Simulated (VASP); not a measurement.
ZnS: single point with PBE

The system is ZnS.

```
Zn S
1.0
     3.84672    0.00000    0.00000
    -1.92336    3.33136    0.00000
     0.00000    0.00000   12.59023
Zn S
4 4
Cartesian
  0.0000 0.0000 0.1506
  0.0000 0.0000 6.4457
  0.0000 2.2209 2.9982
  1.9234 1.1105 9.2933
  0.0000 0.0000 2.3929
  0.0000 0.0000 8.6880
  0.0000 2.2209 5.4745
  1.9234 1.1105 11.7696
```

This cell differs from its parent crystal: atoms displaced along a vibrational mode.

```
Program             : VASP 6.6.1
Task                : single point
Functional          : PBE
Potentials or basis : VASP PAW PBE potentials, release 64 (Zn, S)
Cutoff              : 520 eV
k mesh              : 12 × 12 × 2
Occupations         : gaussian, width 0.05 eV
Spin                : no spin polarisation
```

| Item | Value |
| --- | --- |
| Pressure | 0.6 GPa |
| Largest force | 1.522 eV/Å |
| Band gap on the k mesh | 1.70 eV |

Forces on the atoms (eV/Å):
```
Zn   0.000  0.000 -1.522
Zn   0.000  0.000 -1.522
Zn   0.000  0.000  1.081
Zn   0.000  0.000  1.081
S    0.000  0.000  0.119
S    0.000  0.000  0.119
S    0.000  0.000  0.322
S    0.000  0.000  0.322
```

Stress tensor (GPa, compression positive):
```
0.48 0.00 0.00
0.00 0.48 0.00
0.00 0.00 0.79
```

Levels at points of the mesh, in eV from the valence-band top:
```csv
k point,band 33,band 34,band 35,band 36,band 37,band 38,band 39,band 40
"(0.00, 0.00, 0.00)",-0.20,-0.20,0.00,0.00,1.70,2.65,3.02,3.75
"(0.50, 0.00, 0.00)",-1.93,-1.16,-1.11,-0.82,2.99,3.02,3.31,4.24
"(0.00, 0.00, 0.50)",-0.09,-0.09,-0.09,-0.09,2.36,2.36,3.31,3.31
"(0.50, 0.00, 0.50)",-1.61,-1.61,-0.98,-0.98,3.26,3.26,3.80,3.80
```

Run time: 3.1 min on 1 thread of Intel(R) Xeon(R) 6975P-C (Granite Rapids), on a shared host, peak memory 0.38 GiB.

Caveat: the cell differs from its parent crystal (atoms displaced along a vibrational mode); forces of over 1 eV/Å act on the atoms, so gaps and moduli don't describe the material at rest. A k mesh can miss the band edges.
